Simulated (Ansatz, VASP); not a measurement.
## One calculation of Zr2B3, two programs

```
CELL_PARAMETERS angstrom
3.58587 0.00000 0.00000
-1.79294 3.10546 0.00000
0.00000 0.00000 6.57447
ATOMIC_POSITIONS crystal
Zr 0.00000 0.00000 0.25020
Zr 0.00000 0.00000 0.74980
B 0.50000 0.00000 0.50000
B 0.00000 0.50000 0.50000
B 0.50000 0.50000 0.50000
```

Alike in both runs: functional PBE; k mesh 12 × 12 × 6; occupations gaussian, width 0.1 eV; no spin polarisation.

Ansatz relaxed the structure, and its values are those at the end. VASP's run is a single point on that final structure, the one shown.

|  | VASP | Ansatz |
| --- | --- | --- |
| version | VASP 6.6.1 | Ansatz 0.2.0 |
| potentials or method | VASP PAW PBE potentials, release 64 (Zr_sv, B), cutoff 520 eV | scalar-relativistic, plane waves, PAW |
| valence electrons in the cell | 33 | 33 |

|  | VASP | Ansatz | Ansatz less VASP |
| --- | --- | --- | --- |
| gap on the k mesh at the Fermi level (eV) | none | none | - |
| pressure (GPa) | 0.0 | 0.0 | -0.08 |
| rms of the force components (eV/Å) | 0.008 | 0.000 | -0.0074 |

A gap of «none» marks a metal or a gap that the smearing closes. With one functional, cell and mesh, what is left measures potentials, basis and numerics.
